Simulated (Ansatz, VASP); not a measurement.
TiO2 in VASP and in Ansatz

```
Ti O
1.0
    -1.88890    1.88890    4.98338
     1.88890   -1.88890    4.98338
     1.88890    1.88890   -4.98338
Ti O
2 4
Cartesian
  0.0000 1.8889 2.4917
  0.0000 0.0000 0.0000
  0.0000 1.8889 0.4688
  0.0000 0.0000 7.9439
  0.0000 0.0000 2.0229
  0.0000 1.8889 4.5146
```

Change from the starting cell: uniaxial_z strain +4.0%.

Alike in both runs: task single point; functional PBE; k mesh 10 × 10 × 10; occupations fermi-dirac, width 0.02 eV; no spin polarisation.

|  | VASP | Ansatz |
| --- | --- | --- |
| version | VASP 6.6.1 | Ansatz 0.2.0 |
| potentials or method | VASP PAW PBE potentials, release 64 (Ti_sv, O) | plane waves, PAW |
| plane-wave cutoff (eV) | 520 | 420 |
| valence electrons in the cell | 48 | 48 |

```csv
,VASP,Ansatz,Ansatz less VASP
gap on the k mesh at the Fermi level (eV),2.21,2.24,+0.023
pressure (GPa),-1.2,-1.9,-0.64
"traceless stress, the component that is largest in VASP (GPa)",-1.09,-1.10,-0.005
rms of the force components (eV/Å),0.036,0.031,-0.0055
```

Atom by atom the forces differ by 0.005 eV/Å (rms over components).
